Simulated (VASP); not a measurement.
# CaO (P2_1/m) in VASP: a series of runs

CaO is run at these levels: PBE; tasks: single point.

Everything below comes from runs of VASP 6.6.1. Logs are shortened: lines on timing, memory, paths and dates and some standing lists are left out, and cuts for length are marked.

## (1) The cell of the first run

The structure is monoclinic, space group P2_1/m (No. 11). Conventional cell: a = 3.966 Å, b = 4.785 Å, c = 3.992 Å, α = 90.00°, β = 119.35°, γ = 90.00°. Within 3.0 Å of Ca (site symmetry m) lie 5 O at 2.29 to 2.39 Å. Within 3.0 Å of O (site symmetry m) lie 5 Ca at 2.29 to 2.39 Å.

## (2) Single point, PBE (strain +0.0150 x Voigt [0, 0, 0, 0, 0, 1])

INCAR

```
SYSTEM = CaO
PREC     = Accurate       ! precision mode
ENCUT    = 520            ! plane-wave cutoff, eV
EDIFF    = 1E-6           ! SCF threshold, eV
ISMEAR   = 0              ! smearing method
SIGMA    = 0.05           ! smearing width, eV
LREAL    = .FALSE.        ! projectors in reciprocal space
LASPH    = .TRUE.         ! aspherical terms in the spheres
NELM     = 60             ! most SCF steps
ALGO     = Normal         ! electronic algorithm
ISIF     = 2              ! what is computed and relaxed
LWAVE    = .FALSE.        ! write WAVECAR
LCHARG   = .FALSE.        ! write CHGCAR
GGA      = PE             ! functional
NBANDS   = 24             ! bands
```

KPOINTS

```
regular mesh
0
G
  9 9 6
  0 0 0
```

POSCAR

```
CaO
1.0
    3.9919758245      0.0299398187      0.0000000000
   -1.9700592687      3.4421825660      0.0000000000
    0.0000000000      0.0000000000      4.7848400100
Ca O
2 2
Direct
    0.3333333333      0.6666666667      0.7500000000
    0.6666666667      0.3333333333      0.2500000000
    0.3333333333      0.6666666667      0.2500000000
    0.6666666667      0.3333333333      0.7500000000
```

Potentials or basis: VASP PAW PBE potentials, release 64 (Ca_sv, O).

Launch:

```sh
> cat potpaw_PBE.64/Ca_sv/POTCAR potpaw_PBE.64/O/POTCAR > POTCAR
> mpirun -np 1 vasp_std > vasp.out
```

OUTCAR:

```text
SYSTEM = CaO
   PREC = Accurate
   ENCUT = 520
   EDIFF = 1E-6
   ISMEAR = 0
   LREAL = .FALSE.
   LASPH = .TRUE.
   NELM = 60
   ISIF = 2
   GGA = PE

 ion  position               nearest neighbor table
   1  0.333  0.667  0.750-   4 2.29   4 2.30   4 2.32   3 2.39   3 2.39
   2  0.667  0.333  0.250-   3 2.29   3 2.30   3 2.32   4 2.39   4 2.39
   3  0.333  0.667  0.250-   2 2.29   2 2.30   2 2.32   1 2.39   1 2.39
   4  0.667  0.333  0.750-   1 2.29   1 2.30   1 2.32   2 2.39   2 2.39

  Warning from LATTYP: Monoclinic adjustment (A1->A3, A2->A1, A3->A2)!
  LATTYP: Found a simple monoclinic cell.
 ALAT       =     3.9660754330
 B/A-ratio  =     1.2064420082
 C/A-ratio  =     1.0065587921
 COS(beta)  =    -0.4902045493

  Lattice vectors:

 A1 = (  -1.9700592687,   3.4421825660,   0.0000000000)
 A2 = (   0.0000000000,   0.0000000000,   4.7848400100)
 A3 = (   3.9919758245,   0.0299398187,   0.0000000000)

Analysis of symmetry for initial positions (statically):
=====================================================================
 Subroutine PRICEL returns:
 Original cell was already a primitive cell.

 Routine SETGRP: Setting up the symmetry group for a
 simple monoclinic supercell.

 Subroutine GETGRP returns: Found  4 space group operations
 (whereof  2 operations were pure point group operations)
 out of a pool of  4 trial point group operations.

The static configuration has the point symmetry S_2 .
 The point group associated with its full space group is C_2h.

Analysis of symmetry for dynamics (positions and initial velocities):
=====================================================================
 Subroutine PRICEL returns:
 Original cell was already a primitive cell.

 Routine SETGRP: Setting up the symmetry group for a
 simple monoclinic supercell.

 Subroutine GETGRP returns: Found  4 space group operations
 (whereof  2 operations were pure point group operations)
 out of a pool of  4 trial point group operations.

The dynamic configuration has the point symmetry S_2 .
 The point group associated with its full space group is C_2h.

 Subroutine INISYM returns: Found  4 space group operations
 (whereof  2 operations are pure point group operations),
 and found     1 'primitive' translations

----------------------------------------------------------------------------------------

                                     Primitive cell

  volume of cell :      66.0312

  direct lattice vectors                    reciprocal lattice vectors
     3.991975824  0.029939819  0.000000000     0.249431842  0.142756958  0.000000000
    -1.970059269  3.442182566  0.000000000    -0.002169537  0.289271665  0.000000000
     0.000000000  0.000000000  4.784840010     0.000000000  0.000000000  0.208993404

  length of vectors
     3.992088097  3.966075433  4.784840010     0.287394838  0.289279801  0.208993404

  position of ions in fractional coordinates (direct lattice)
     0.333333333  0.666666667  0.750000000
     0.666666667  0.333333333  0.250000000
     0.333333333  0.666666667  0.250000000
     0.666666667  0.333333333  0.750000000

  ion indices of the primitive-cell ions
   primitive index   ion index
                 1           1
                 2           2
                 3           3
                 4           4

----------------------------------------------------------------------------------------

 KPOINTS: regular mesh

Automatic generation of k-mesh.
 Grid dimensions read from file:
 generate k-points for:    9    9    6

 Generating k-lattice:

  Cartesian coordinates                     Fractional coordinates (reciprocal lattice)
     0.027714649  0.015861884  0.000000000     0.111111111  0.000000000  0.000000000
    -0.000241060  0.032141296  0.000000000     0.000000000  0.111111111  0.000000000
     0.000000000  0.000000000  0.034832234     0.000000000  0.000000000  0.166666667

  Length of vectors
     0.031932760  0.032142200  0.034832234

  Shift w.r.t. Gamma in fractional coordinates (k-lattice)
     0.000000000  0.000000000  0.000000000

 Subroutine IBZKPT returns following result:
 ===========================================

 Found    164 irreducible k-points:

 Following reciprocal coordinates:
            Coordinates               Weight
  0.000000  0.000000  0.000000      1.000000
  0.111111  0.000000  0.000000      2.000000
  0.222222 -0.000000  0.000000      2.000000
  0.333333 -0.000000  0.000000      2.000000
  0.444444 -0.000000  0.000000      2.000000
  0.000000  0.111111  0.000000      2.000000
[... 16 lines left out ...]
 -0.111111  0.222222  0.000000      2.000000
  0.000000  0.333333  0.000000      2.000000
 [... further k-points ...]
   k-points           NKPTS =    164   k-points in BZ     NKDIM =    164   number of bands    NBANDS=     24
   number of dos      NEDOS =    301   number of ions     NIONS =      4
   total plane-waves  NPLWV =  32400
   dimension x,y,z NGX =    30 NGY =   30 NGZ =   36
   dimension x,y,z NGXF=    60 NGYF=   60 NGZF=   72
   ions per type =               2   2
   NGX,Y,Z   is equivalent  to a cutoff of  12.49, 12.58, 12.51 a.u.
   NGXF,Y,Z  is equivalent  to a cutoff of  24.99, 25.15, 25.02 a.u.
 SYSTEM =  CaO
   PREC   = accura    normal or accurate (medium, high low for compatibility)
   ISTART =      0    job   : 0-new  1-cont  2-samecut
   ICHARG =      2    charge: 1-file 2-atom 10-const
   ISPIN  =      1    spin polarized calculation?
   LNONCOLLINEAR =      F non collinear calculations
   LSORBIT =      F    spin-orbit coupling
   LASPH  =      T    aspherical Exc in radial PAW
   ENCUT  =  520.0 eV  38.22 Ry    6.18 a.u.   7.42  7.37  8.90*2*pi/ulx,y,z
   NELM   =     60;   NELMIN=  2; NELMDL= -5     # of ELM steps
   EDIFF  = 0.1E-05   stopping-criterion for ELM
   LREAL  =      F    real-space projection
   EDIFFG = 0.1E-04   stopping-criterion for IOM
   NSW    =      0    number of steps for IOM
   IBRION =     -1    ionic relax: 0-MD 1-quasi-New 2-CG
   NFREE  =      0    steps in history (QN), initial steepest desc. (CG)
   ISIF   =      2    stress and relaxation
   ISYM   =      2    0-nonsym 1-usesym 2-fastsym
   POTIM  = 0.5000    time-step for ionic-motion
   TEBEG  =    0.0;   TEEND  =   0.0 temperature during run
   PSTRESS=    0.0 pullay stress
   NELECT =      32.0000    total number of electrons
   NUPDOWN=      -1.0000    fix difference up-down
   EMIN   =  10.00;   EMAX   =-10.00  energy-range for DOS
   EFERMI =   0.00;   METHOD = LEGACY
   ISMEAR =     0;   SIGMA  =   0.05  broadening in eV -4-tet -1-fermi 0-gaus
   EFERMI_NEDOS =   21; number of points for ismear=-14 and -15
   IALGO  =     38    algorithm
   IMIX   =      4    mixing-type and parameters
     AMIX     =   0.40;   BMIX     =  1.00
     AMIX_MAG =   1.60;   BMIX_MAG =  1.00
  volume/ion in A,a.u.               =      16.51       111.40
  Fermi-wavevector in a.u.,A,eV,Ry     =   1.285903  2.430005 22.497881  1.653548
  Thomas-Fermi vector in A             =   2.418010
   LORBIT       =      0    0 simple, 1 ext, 2 COOP (PROOUT), +10 PAW based schemes
   GGA     = PE    functional components
   LHFCALC =     F    Hartree Fock is set to
   AEXX    =    0.0000 exact exchange contribution
   IVDW    =     0    specifies the selected vdW correction
   LEPSILON=     F    determine dielectric tensor
   LRPA    =     F    only Hartree local field effects (RPA)
 non-spin polarized calculation
 Gauss-broadening in eV      SIGMA  =   0.05
  energy-cutoff  :      520.00
  volume of cell :       66.03
 maximum number of plane-waves:      1807
 NGX is ok and might be reduce to    30
   NGX = 15   NGY = 15   NGZ = 17

 number of electron      31.9999991 magnetization

 Free energy of the ion-electron system (eV)
  ---------------------------------------------------
  ext. energy  EPLUGINS =         0.00000000
  ---------------------------------------------------
  free energy    TOTEN  =       -25.34340498 eV

  energy without entropy =      -25.34340498  energy(sigma->0) =      -25.34340498

 E-fermi :   1.6159     XC(G=0):  -9.3951

 val. band max:        1.3458464162   @ k =   0.0000   0.0000   0.0000
 cond. band min:       4.5076563582   @ k =   0.0000   0.0000   0.0000
 fundamental gap:      3.1618099420
 Fermi energy:         1.6158781186

 k-point     1 :       0.0000    0.0000    0.0000
  band No.  band energies     occupation
      1     -36.3087      2.00000
      2     -36.1781      2.00000
      3     -17.6464      2.00000
      4     -17.4079      2.00000
      5     -17.4044      2.00000
      6     -17.2108      2.00000
[... 16 lines left out ...]
     23       9.7881      0.00000
     24       9.8182      0.00000

 k-point     2 :       0.1111    0.0000    0.0000
  band No.  band energies     occupation
      1     -36.3039      2.00000
      2     -36.1801      2.00000
      3     -17.6301      2.00000
      4     -17.4565      2.00000
      5     -17.4176      2.00000
      6     -17.2745      2.00000
[... 16 lines left out ...]
     23       9.4722      0.00000
     24       9.8698      0.00000

 k-point     3 :       0.2222   -0.0000    0.0000
  band No.  band energies     occupation
      1     -36.2906      2.00000
      2     -36.1861      2.00000
      3     -17.5845      2.00000
      4     -17.5806      2.00000
      5     -17.4437      2.00000
      6     -17.4209      2.00000
[... 16 lines left out ...]
     23       9.6128      0.00000
     24       9.6422      0.00000

 k-point     4 :       0.3333   -0.0000    0.0000
  band No.  band energies     occupation
      1     -36.2726      2.00000
      2     -36.1958      2.00000
      3     -17.7127      2.00000
      4     -17.5725      2.00000
      5     -17.5202      2.00000
      6     -17.4675      2.00000
[... 16 lines left out ...]
     23       9.5515      0.00000
     24       9.6906      0.00000

 k-point     5 :       0.4444   -0.0000    0.0000
  band No.  band energies     occupation
      1     -36.2571      2.00000
      2     -36.2059      2.00000
      3     -17.7949      2.00000
      4     -17.6610      2.00000
      5     -17.4839      2.00000
      6     -17.4614      2.00000
[... 16 lines left out ...]
     23       9.7377      0.00000
     24       9.9073      0.00000

 k-point     6 :       0.0000    0.1111    0.0000
  band No.  band energies     occupation
      1     -36.3038      2.00000
      2     -36.1801      2.00000
      3     -17.6298      2.00000
      4     -17.4584      2.00000
      5     -17.4174      2.00000
      6     -17.2743      2.00000
[... 16 lines left out ...]
     23       9.5156      0.00000
     24       9.8305      0.00000
[... 379 lines left out ...]
 k-point    21 :      -0.3333    0.2222    0.0000
  band No.  band energies     occupation
      1     -36.2777      2.00000
      2     -36.1924      2.00000
      3     -17.6652      2.00000
      4     -17.5427      2.00000
      5     -17.5397      2.00000
      6     -17.4587      2.00000
[... 16 lines left out ...]
     23       9.5866      0.00000
     24       9.6798      0.00000

 k-point    22 :      -0.2222    0.2222    0.0000
  band No.  band energies     occupation
      1     -36.2896      2.00000
      2     -36.1862      2.00000
      3     -17.5901      2.00000
      4     -17.5818      2.00000
      5     -17.4443      2.00000
      6     -17.4247      2.00000
[... 16 lines left out ...]
     23       9.5396      0.00000
     24       9.6420      0.00000

 k-point    23 :      -0.1111    0.2222    0.0000
  band No.  band energies     occupation
      1     -36.2941      2.00000
      2     -36.1842      2.00000
      3     -17.5971      2.00000
      4     -17.5456      2.00000
      5     -17.4541      2.00000
      6     -17.3666      2.00000
[... 16 lines left out ...]
     23       9.5225      0.00000
     24       9.6343      0.00000

 k-point    24 :       0.0000    0.3333    0.0000
  band No.  band energies     occupation
      1     -36.2715      2.00000
      2     -36.1961      2.00000
      3     -17.7198      2.00000
      4     -17.5770      2.00000
      5     -17.5168      2.00000
      6     -17.4676      2.00000
[... 16 lines left out ...]
     23       9.5544      0.00000
     24       9.7265      0.00000

 [... further k-points ...]

------------------------ aborting loop because EDIFF is reached ----------------------------------------

  FORCE on cell =-STRESS in cart. coord.  units (eV):
  Direction    XX          YY          ZZ          XY          YZ          ZX
  --------------------------------------------------------------------------------------
  -------------------------------------------------------------------------------------
  Total        0.5680505      0.5623431      0.7091268     -0.2530837      0.0000000      0.0000000
  in kB       13.7831384     13.6446535     17.2062028     -6.1408043      0.0000000      0.0000000
  external PRESSURE =      14.8779982 kB  Pullay stress =       0.0000000 kB

 VOLUME and BASIS-vectors are now :
 -----------------------------------------------------------------------------
  energy-cutoff  :      520.00
  volume of cell :       66.03
      direct lattice vectors                 reciprocal lattice vectors
     3.991975824  0.029939819  0.000000000     0.249431842  0.142756958  0.000000000
    -1.970059269  3.442182566  0.000000000    -0.002169537  0.289271665  0.000000000
     0.000000000  0.000000000  4.784840010     0.000000000  0.000000000  0.208993404

 POSITION                                       TOTAL-FORCE (eV/Angst)
 -----------------------------------------------------------------------------------
      0.01729      2.30477      3.58863        -0.096647      0.002150      0.000000
      2.00463      1.16735      1.19621         0.096647     -0.002150      0.000000
      0.01729      2.30477      1.19621        -0.074755      0.002003      0.000000
      2.00463      1.16735      3.58863         0.074755     -0.002003      0.000000
 -----------------------------------------------------------------------------------
    total drift:                               -0.000000      0.000000     -0.000000

  FREE ENERGIE OF THE ION-ELECTRON SYSTEM (eV)
  ---------------------------------------------------
  free  energy   TOTEN  =       -25.3434049782 eV

  energy  without entropy=      -25.3434049782  energy(sigma->0) =      -25.34340498
```

Run time: 5.3 min. Hardware: 1 thread of AMD EPYC 7R43 (Zen 3), shared host; peak memory 0.3 GiB.

Results:

```
Free energy            : -25.3434 eV
Pressure               : 1.5 GPa
Largest force          : 0.097 eV/Å
Band gap on the k mesh : 3.16 eV
```

Forces in eV/Å, atoms in the order of the input:
```
Ca  -0.097  0.002  0.000
Ca   0.097 -0.002  0.000
O   -0.075  0.002  0.000
O    0.075 -0.002  0.000
```

Levels at points of the mesh, in eV from the valence-band top:
```csv
k point,band 13,band 14,band 15,band 16,band 17,band 18,band 19,band 20
"(0.00, 0.00, 0.00)",-1.16,-1.14,-1.09,0.00,3.16,6.12,6.14,7.70
"(0.00, 0.00, 0.50)",-1.30,-1.30,-1.28,-1.28,4.97,4.97,7.75,7.75
```

Caveat: the cell differs from its parent crystal (strain +0.0150 x Voigt [0, 0, 0, 0, 0, 1]). A k mesh can miss the band edges.

(Part 1 of 2 ends here.)
